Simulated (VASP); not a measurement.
## ScTaN: single point with r2SCAN

Crystal: ScTaN.

```
CELL_PARAMETERS angstrom
3.08507 0.00000 0.00000
-1.54253 2.67175 0.00000
0.00000 0.00000 10.34014
ATOMIC_POSITIONS crystal
Ta 0.33333 0.66667 0.24563
Ta 0.66667 0.33333 0.75437
Sc 0.00000 0.00000 0.00000
Sc 0.00000 0.00000 0.50000
N 0.33333 0.66667 0.62984
N 0.66667 0.33333 0.37016
```

| Quantity | Value |
| --- | --- |
| Program | VASP 6.6.1 |
| Task | single point |
| Functional | r2SCAN |
| Potentials or basis | VASP PAW PBE potentials, release 64 (Ta_pv, Sc_sv, N) |
| Cutoff | 520 eV |
| k mesh | 10 × 10 × 3 |
| Occupations | fermi-dirac, width 0.05 eV |
| Spin | no spin polarisation |

| Item | Value |
| --- | --- |
| Pressure | -1.5 GPa |
| Largest force | 0.095 eV/Å |
| Band gap on the k mesh | zero (band 27 reaches 6.97 eV, above the bottom of band 28 at 6.08 eV) |

Forces on the atoms (eV/Å):
```
Ta   0.000  0.000 -0.036
Ta   0.000  0.000  0.036
Sc   0.000  0.000  0.000
Sc   0.000  0.000  0.000
N    0.000  0.000 -0.095
N    0.000  0.000  0.095
```

Stress tensor (GPa, compression positive):
```
-1.53  0.00  0.00
 0.00 -1.53  0.00
 0.00  0.00 -1.45
```

Levels at points of the mesh, in eV from the Fermi level:
```tsv
k point	band 23	band 24	band 25	band 26	band 27	band 28	band 29	band 30	band 31	band 32
(0.00, 0.00, 0.00)	-3.89	-1.54	-1.32	0.69	0.69	0.69	0.98	1.55	1.55	1.90
(0.50, 0.00, 0.00)	-2.68	-1.92	-1.29	-0.95	-0.55	0.43	0.56	2.18	2.50	3.88
```

Run time: 3.7 min on 1 thread of Intel(R) Xeon(R) 6975P-C (Granite Rapids), on a shared host, peak memory 0.28 GiB.

Caveat: the PAW data sets were made with another functional, which shifts forces and pressure a little; spin-orbit coupling is left out, which moves the levels of the heavy elements.
